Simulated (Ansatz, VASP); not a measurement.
## BeB2P3: VASP beside Ansatz

```
CELL_PARAMETERS angstrom
1.79120 -3.82657 0.02585
1.79120 3.82657 0.02585
-0.08981 0.00000 6.10784
ATOMIC_POSITIONS crystal
Be 0.65881 0.34119 0.00000
B 0.84139 0.15872 0.26183
B 0.84128 0.15861 0.73817
P 0.68249 0.31751 0.50000
P 0.97907 0.02093 0.00000
P 0.99697 0.00303 0.50000
```

Alike in both runs: functional PBE; k mesh 6 × 6 × 4; occupations gaussian, width 0.1 eV; no spin polarisation.

Ansatz relaxed the structure, and its values are those at the end. VASP's run is a single point on that final structure, the one shown.

|  | VASP | Ansatz |
| --- | --- | --- |
| version | VASP 6.6.1 | Ansatz 0.2.0 |
| potentials or method | VASP PAW PBE potentials, release 64 (Be, B, P), cutoff 520 eV | scalar-relativistic, plane waves, PAW |
| valence electrons in the cell | 23 | 23 |

|  | VASP | Ansatz | Ansatz less VASP |
| --- | --- | --- | --- |
| gap on the k mesh at the Fermi level (eV) | none | none | - |
| pressure (GPa) | -0.1 | 0.1 | +0.21 |
| rms of the force components (eV/Å) | 0.015 | 0.007 | -0.0085 |

A gap of «none» marks a metal or a gap that the smearing closes.
